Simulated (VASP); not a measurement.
# SnTe3As (Pm-3m) in VASP: notebook

The runs below take SnTe3As through single point, with PBE.

Everything below comes from runs of VASP 6.6.1. Logs are shortened: lines on timing, memory, paths and dates and some standing lists are left out, and cuts for length are marked.

### Step 1. The cell of the first run

It takes space group Pm-3m (No. 221, cubic). The conventional cell has a = 5.336 Å, b = 5.336 Å, c = 5.336 Å, α = 90.00°, β = 90.00°, γ = 90.00°. Sn (site symmetry m-3m) has 12 Te at 3.77 Å and 8 As at 4.62 Å within 5.0 Å. Te (site symmetry 4/mmm) has 2 As at 2.67 Å within 3.5 Å. As (site symmetry m-3m) has 6 Te at 2.67 Å within 3.5 Å.

The cell was generated, and may not be a known phase.

### Step 2. Single point, PBE

Input file INCAR:

```
PREC = Accurate ; ENCUT = 520
EDIFF = 1E-6 ; ISMEAR = 0
SIGMA = 0.1 ; LREAL = F
LASPH = T ; NELM = 100
ALGO = Normal ; ISIF = 2
LWAVE = F ; LCHARG = F
GGA = PE ; NBANDS = 26
```

Input file KPOINTS:

```
regular mesh
0
Gamma
  4 4 4
```

Input file POSCAR:

```
SnTe3As
1.0
    5.3362243200      0.0000000000      0.0000000000
    0.0000000000      5.3362243200      0.0000000000
    0.0000000000      0.0000000000      5.3362243200
Sn Te As
1 3 1
Direct
    0.0000000000      0.0000000000      0.0000000000
    0.0000000000      0.5000000000      0.5000000000
    0.5000000000      0.0000000000      0.5000000000
    0.5000000000      0.5000000000      0.0000000000
    0.5000000000      0.5000000000      0.5000000000
```

Potentials or basis: VASP PAW PBE potentials, release 64 (Sn_d, Te, As).

Launch:

```bash
> cat potpaw_PBE.64/Sn_d/POTCAR potpaw_PBE.64/Te/POTCAR potpaw_PBE.64/As/POTCAR > POTCAR
> mpirun -np 1 vasp_std > vasp.out
```

OUTCAR:

```text
PREC = Accurate
   ENCUT = 520
   EDIFF = 1E-6
   ISMEAR = 0
   LREAL = F
   LASPH = T
   NELM = 100
   ISIF = 2
   GGA = PE

 ion  position               nearest neighbor table
   1  0.000  0.000  0.000-
   2  0.000  0.500  0.500-   5 2.67   5 2.67
   3  0.500  0.000  0.500-   5 2.67   5 2.67
   4  0.500  0.500  0.000-   5 2.67   5 2.67
   5  0.500  0.500  0.500-   2 2.67   3 2.67   4 2.67   4 2.67   3 2.67   2 2.67

  LATTYP: Found a simple cubic cell.
 ALAT       =     5.3362243200

  Lattice vectors:

 A1 = (   5.3362243200,   0.0000000000,   0.0000000000)
 A2 = (   0.0000000000,   5.3362243200,   0.0000000000)
 A3 = (   0.0000000000,   0.0000000000,   5.3362243200)

Analysis of symmetry for initial positions (statically):
=====================================================================
 Subroutine PRICEL returns:
 Original cell was already a primitive cell.

 Routine SETGRP: Setting up the symmetry group for a
 simple cubic supercell.

 Subroutine GETGRP returns: Found 48 space group operations
 (whereof 48 operations were pure point group operations)
 out of a pool of 48 trial point group operations.

The static configuration has the point symmetry O_h .

Analysis of symmetry for dynamics (positions and initial velocities):
=====================================================================
 Subroutine PRICEL returns:
 Original cell was already a primitive cell.

 Routine SETGRP: Setting up the symmetry group for a
 simple cubic supercell.

 Subroutine GETGRP returns: Found 48 space group operations
 (whereof 48 operations were pure point group operations)
 out of a pool of 48 trial point group operations.

The dynamic configuration has the point symmetry O_h .

 Subroutine INISYM returns: Found 48 space group operations
 (whereof 48 operations are pure point group operations),
 and found     1 'primitive' translations

----------------------------------------------------------------------------------------

                                     Primitive cell

  volume of cell :     151.9505

  direct lattice vectors                    reciprocal lattice vectors
     5.336224320  0.000000000  0.000000000     0.187398419  0.000000000  0.000000000
     0.000000000  5.336224320  0.000000000     0.000000000  0.187398419  0.000000000
[... 69 lines left out ...]
   ICHARG =      2    charge: 1-file 2-atom 10-const
   ISPIN  =      1    spin polarized calculation?
   LNONCOLLINEAR =      F non collinear calculations
   LSORBIT =      F    spin-orbit coupling
   LASPH  =      T    aspherical Exc in radial PAW
   ENCUT  =  520.0 eV  38.22 Ry    6.18 a.u.   9.92  9.92  9.92*2*pi/ulx,y,z
   NELM   =    100;   NELMIN=  2; NELMDL= -5     # of ELM steps
   EDIFF  = 0.1E-05   stopping-criterion for ELM
   LREAL  =      F    real-space projection
[... 7 lines left out ...]
   TEBEG  =    0.0;   TEEND  =   0.0 temperature during run
   PSTRESS=    0.0 pullay stress
   NELECT =      37.0000    total number of electrons
   NUPDOWN=      -1.0000    fix difference up-down
   EMIN   =  10.00;   EMAX   =-10.00  energy-range for DOS
   EFERMI =   0.00;   METHOD = LEGACY
   ISMEAR =     0;   SIGMA  =   0.10  broadening in eV -4-tet -1-fermi 0-gaus
   EFERMI_NEDOS =   21; number of points for ismear=-14 and -15
   IALGO  =     38    algorithm
   IMIX   =      4    mixing-type and parameters
     AMIX     =   0.40;   BMIX     =  1.00
     AMIX_MAG =   1.60;   BMIX_MAG =  1.00
  volume/ion in A,a.u.               =      30.39       205.08
  Fermi-wavevector in a.u.,A,eV,Ry     =   1.022291  1.931850 14.219170  1.045079
  Thomas-Fermi vector in A             =   2.155963
   LORBIT       =      0    0 simple, 1 ext, 2 COOP (PROOUT), +10 PAW based schemes
   GGA     = PE    functional components
   LHFCALC =     F    Hartree Fock is set to
   AEXX    =    0.0000 exact exchange contribution
   IVDW    =     0    specifies the selected vdW correction
   LEPSILON=     F    determine dielectric tensor
   LRPA    =     F    only Hartree local field effects (RPA)
 non-spin polarized calculation
 Gauss-broadening in eV      SIGMA  =   0.10
  energy-cutoff  :      520.00
  volume of cell :      151.95
 maximum number of plane-waves:      4130
 NGX is ok and might be reduce to    40
   NGX = 19   NGY = 19   NGZ = 19

 number of electron      37.0000022 magnetization

 Free energy of the ion-electron system (eV)
  ---------------------------------------------------
  ext. energy  EPLUGINS =         0.00000000
  ---------------------------------------------------
  free energy    TOTEN  =       -15.74978317 eV

  energy without entropy =      -15.70935720  energy(sigma->0) =      -15.72957018

 E-fermi :   5.7599     XC(G=0):  -9.4211

 val. band max:        5.7575495378   @ k =   0.5000   0.2500   0.2500
 cond. band min:       5.7986081074   @ k =   0.5000   0.5000   0.5000
 fundamental gap:      0.0410585696
 Fermi energy:         5.7599408199

 k-point     1 :       0.0000    0.0000    0.0000
  band No.  band energies     occupation
      1     -16.2620      2.00000
      2     -16.2620      2.00000
      3     -16.2605      2.00000
      4     -16.2605      2.00000
      5     -16.2605      2.00000
      6      -8.2055      2.00000
[... 279 lines left out ...]
     25       8.5723      0.00000
     26      12.1698      0.00000

------------------------ aborting loop because EDIFF is reached ----------------------------------------

  FORCE on cell =-STRESS in cart. coord.  units (eV):
  Direction    XX          YY          ZZ          XY          YZ          ZX
  --------------------------------------------------------------------------------------
  -------------------------------------------------------------------------------------
  Total        3.9711941      3.9711941      3.9711941      0.0000000      0.0000000     -0.0000000
  in kB       41.8725553     41.8725553     41.8725553      0.0000000      0.0000000     -0.0000000
  external PRESSURE =      41.8725553 kB  Pullay stress =       0.0000000 kB

 VOLUME and BASIS-vectors are now :
 -----------------------------------------------------------------------------
  energy-cutoff  :      520.00
  volume of cell :      151.95
      direct lattice vectors                 reciprocal lattice vectors
     5.336224320  0.000000000  0.000000000     0.187398419  0.000000000  0.000000000
     0.000000000  5.336224320  0.000000000     0.000000000  0.187398419  0.000000000
     0.000000000  0.000000000  5.336224320     0.000000000  0.000000000  0.187398419

 POSITION                                       TOTAL-FORCE (eV/Angst)
 -----------------------------------------------------------------------------------
      0.00000      0.00000      0.00000         0.000000      0.000000      0.000000
      0.00000      2.66811      2.66811         0.000000      0.000000      0.000000
      2.66811      0.00000      2.66811         0.000000      0.000000      0.000000
      2.66811      2.66811      0.00000         0.000000      0.000000      0.000000
      2.66811      2.66811      2.66811         0.000000      0.000000      0.000000
 -----------------------------------------------------------------------------------
    total drift:                                0.000000     -0.000000     -0.000000

  FREE ENERGIE OF THE ION-ELECTRON SYSTEM (eV)
  ---------------------------------------------------
  free  energy   TOTEN  =       -15.7497831687 eV

  energy  without entropy=      -15.7093571987  energy(sigma->0) =      -15.72957018
```

stdout:

```text
POSCAR found type information on POSCAR SnTeAs
 POSCAR found :  3 types and       5 ions
 scaLAPACK will be used
 LDA part: xc-table for (Slater+PW92), standard interpolation
 POSCAR, INCAR and KPOINTS ok, starting setup
 FFT: planning ... GRIDC
 FFT: planning ... GRID_SOFT
 FFT: planning ... GRID
 WAVECAR not read
 entering main loop
```

Wall time 20 s (1 thread of Intel Xeon 6975P-C (Granite Rapids), shared host); peak memory 0.25 GiB.

Results:

- Free energy: -15.7498 eV
- Pressure: 4.2 GPa
- Band gap on the k mesh: zero (an odd number of electrons rules out a gap without spin polarisation)

Caveat: the cell stands under pressure; spin-orbit coupling is left out, which moves the levels of the heavy elements.

### Step 3. Single point, PBE

This run uses another cell than the first one, of 33.21 Å³/atom.

Input file INCAR:

```
ALGO = Normal ; EDIFF = 1E-6
ENCUT = 520 ; GGA = PE
ISIF = 2 ; ISMEAR = 0
LASPH = T ; LCHARG = F
LREAL = F ; LWAVE = F
NBANDS = 26 ; NELM = 80
PREC = Accurate ; SIGMA = 0.1
```

Input file KPOINTS:

```
k-points
0
Gamma
  4 4 4
```

POSCAR, as its differences from that of step 2:

```diff
@@ -2,5 +2,5 @@
 1.0
-    5.3362243200      0.0000000000      0.0000000000
-    0.0000000000      5.3362243200      0.0000000000
-    0.0000000000      0.0000000000      5.3362243200
+    5.4965728076      0.0000000000      0.0000000000
+    0.0000000000      5.4965728076      0.0000000000
+    0.0000000000      0.0000000000      5.4965728076
 Sn Te As
```

Potentials or basis: VASP PAW PBE potentials, release 64 (Sn_d, Te, As).

Launch:

```bash
> cat potpaw_PBE.64/Sn_d/POTCAR potpaw_PBE.64/Te/POTCAR potpaw_PBE.64/As/POTCAR > POTCAR
> mpirun -np 1 vasp_std > vasp.out
```

Wall time 31 s (1 thread of Intel Xeon 6975P-C (Granite Rapids), shared host); peak memory 0.26 GiB.

The run converged. Its results:

```yaml
Free_energy: -15.9180 eV
Pressure: -0.1 GPa
Band_gap_on_the_k_mesh: zero (an odd number of electrons rules out a gap without spin polarisation)
```

Levels at points of the mesh, in eV from the Fermi level:
```
           k point  band 16  band 17  band 18  band 19  band 20  band 21  band 22  band 23
(0.00, 0.00, 0.00)    -1.27    -0.62    -0.62    -0.62     2.57     2.57     2.57     4.15
(0.50, 0.00, 0.00)    -1.18    -0.57    -0.57    -0.42     0.85     1.02     1.63     1.63
(0.50, 0.50, 0.00)    -1.49    -0.56    -0.12    -0.12     0.32     0.38     0.78     2.61
(0.50, 0.50, 0.50)    -0.03    -0.03    -0.03     0.82     0.82     0.82     0.92     2.50
```

Caveat: spin-orbit coupling is left out, which moves the levels of the heavy elements.

### Step 4. Single point, PBE

This run uses another cell than the first one, of 32.68 Å³/atom.

Input file INCAR:

```
SYSTEM = SnTe3As
PREC = Accurate ; ENCUT = 520
EDIFF = 1E-6 ; ISMEAR = 0
SIGMA = 0.1 ; LREAL = .FALSE.
LASPH = .TRUE. ; NELM = 60
ALGO = Normal ; ISIF = 2
LWAVE = .FALSE. ; LCHARG = .FALSE.
GGA = PE ; NBANDS = 26
```

Input file KPOINTS:

```
regular mesh
0
G
  8 8 8
  0 0 0
```

POSCAR, as its differences from that of step 3:

```diff
@@ -2,5 +2,5 @@
 1.0
-    5.4965728076      0.0000000000      0.0000000000
-    0.0000000000      5.4965728076      0.0000000000
-    0.0000000000      0.0000000000      5.4965728076
+    5.4669629489      0.0000000000      0.0000000000
+    0.0000000000      5.4669629489      0.0000000000
+    0.0000000000      0.0000000000      5.4669629489
 Sn Te As
```

Launch:

```bash
> cat potpaw_PBE.64/Sn_d/POTCAR potpaw_PBE.64/Te/POTCAR potpaw_PBE.64/As/POTCAR > POTCAR
> mpirun -np 1 vasp_std > vasp.out
```

Wall time 70 s (1 thread of Intel Xeon 6975P-C (Granite Rapids), shared host); peak memory 0.35 GiB.

It converged, with:

* Free energy: -16.3497 eV
* Pressure: 0.0 GPa
* Band gap on the k mesh: zero (an odd number of electrons rules out a gap without spin polarisation)

Levels at points of the mesh, in eV from the Fermi level:
| k point | band 16 | band 17 | band 18 | band 19 | band 20 | band 21 | band 22 | band 23 |
| --- | --- | --- | --- | --- | --- | --- | --- | --- |
| (0.00, 0.00, 0.00) | -1.30 | -0.66 | -0.66 | -0.66 | 2.67 | 2.67 | 2.67 | 4.10 |
| (0.50, 0.00, 0.00) | -1.24 | -0.61 | -0.61 | -0.44 | 0.90 | 1.03 | 1.70 | 1.70 |
| (0.50, 0.50, 0.00) | -1.55 | -0.63 | -0.14 | -0.14 | 0.37 | 0.38 | 0.78 | 2.70 |
| (0.50, 0.50, 0.50) | -0.05 | -0.05 | -0.05 | 0.82 | 0.82 | 0.82 | 0.95 | 2.59 |

Caveat: spin-orbit coupling is left out, which moves the levels of the heavy elements.

### Step 5. Overview

| cell | k mesh | gap on the mesh (eV) | pressure (GPa) |
| --- | --- | --- | --- |
| a = 5.336 Å, 5 atoms | 4 × 4 × 4 | none | 4.2 |
| a = 5.497 Å, 5 atoms | 4 × 4 × 4 | none | -0.1 |
| a = 5.467 Å, 5 atoms | 8 × 8 × 8 | none | 0.0 |

Alike in all rows: task single point; level PBE; potentials or basis VASP PAW PBE potentials, release 64 (Sn_d, Te, As); no spin polarisation; cutoff (eV) 520; smearing gaussian 0.1 eV.

Caveats: spin-orbit coupling is left out, which moves the levels of the heavy elements; the cell stands under pressure (at least some runs).

Absolute energies hang on the potentials; compare differences alone.

The gap in the log of VASP goes by the Fermi energy; the results here count the filled bands.